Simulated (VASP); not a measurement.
InP, 2 atoms in the cell. Symmetry: Fm-3m, No. 225, cubic system. Conventional cell: a = 5.538 Å, b = 5.538 Å, c = 5.538 Å, α = 90.00°, β = 90.00°, γ = 90.00°. Within 3.6 Å of In (site symmetry m-3m) lie 6 P at 2.77 Å. P (site symmetry m-3m) has 6 In at 2.77 Å within 3.6 Å. 

- Program: VASP 6.6.1
- Task: single point
- Functional: PBE
- Potentials or basis: VASP PAW PBE potentials, release 64 (In_d, P)
- Cutoff: 520 eV
- k mesh: 8 × 8 × 8
- Occupations: gaussian, width 0.013 eV
- Spin: no spin polarisation
- Dipole correction: no
- Further INCAR settings: ALGO = Normal; EDIFF = 1e-06; NBANDS = 16

Potentials or basis: VASP PAW PBE potentials, release 64 (In_d, P).

Run with:

```console
$ cat potpaw_PBE.64/In_d/POTCAR potpaw_PBE.64/P/POTCAR > POTCAR
$ mpirun -np 1 vasp_std > vasp.out
```

Hardware: 1 thread of AMD EPYC 7R13 (shared host).

Problem. Estimate the wall time of this run.

Solution. It took 53 s on 1 thread of AMD EPYC 7R13 (shared host), peak memory 0.14 GiB. Counts: scf iterations 12, k points 29.
